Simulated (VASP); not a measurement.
A run of VASP 6.6.1:

File INCAR:

```
PREC     = Accurate       # precision mode
ENCUT    = 520            # plane-wave cutoff, eV
EDIFF    = 1E-8           # SCF threshold, eV
ISMEAR   = -1             # smearing method
SIGMA    = 0.03           # smearing width, eV
LREAL    = False          # projectors in reciprocal space
LASPH    = True           # aspherical terms in the spheres
NELM     = 100            # most SCF steps
ALGO     = Normal         # electronic algorithm
ISIF     = 2              # what is computed and relaxed
LWAVE    = False          # write WAVECAR
LCHARG   = False          # write CHGCAR
GGA      = PS             # functional
LEFG     = True         
NBANDS   = 12             # bands
```

KPOINTS

```
regular mesh
0
Gamma
  17 17 17
```

File POSCAR:

```
Cu
1.0
    0.0000000000      1.7830713297      1.7830713297
    1.7830713297      0.0000000000      1.7830713297
    1.7830713297      1.7830713297      0.0000000000
Cu
1
Direct
    0.0000000000      0.0000000000      0.0000000000
```

Potentials or basis: VASP PAW PBE potentials, release 64 (Cu).

The run is started by

```sh
$ cat potpaw_PBE.64/Cu/POTCAR > POTCAR
$ mpirun -np 1 vasp_std > vasp.out
```

Hardware: 1 thread of Intel(R) Xeon(R) Platinum 8488C (Sapphire Rapids), with other jobs on the host.

Task: How long does it take, and how much memory?

Result: Wall time 17 s on 1 thread of Intel(R) Xeon(R) Platinum 8488C (Sapphire Rapids), with other jobs on the host, peak memory 0.14 GiB. Counts: scf iterations 14, k points 165.
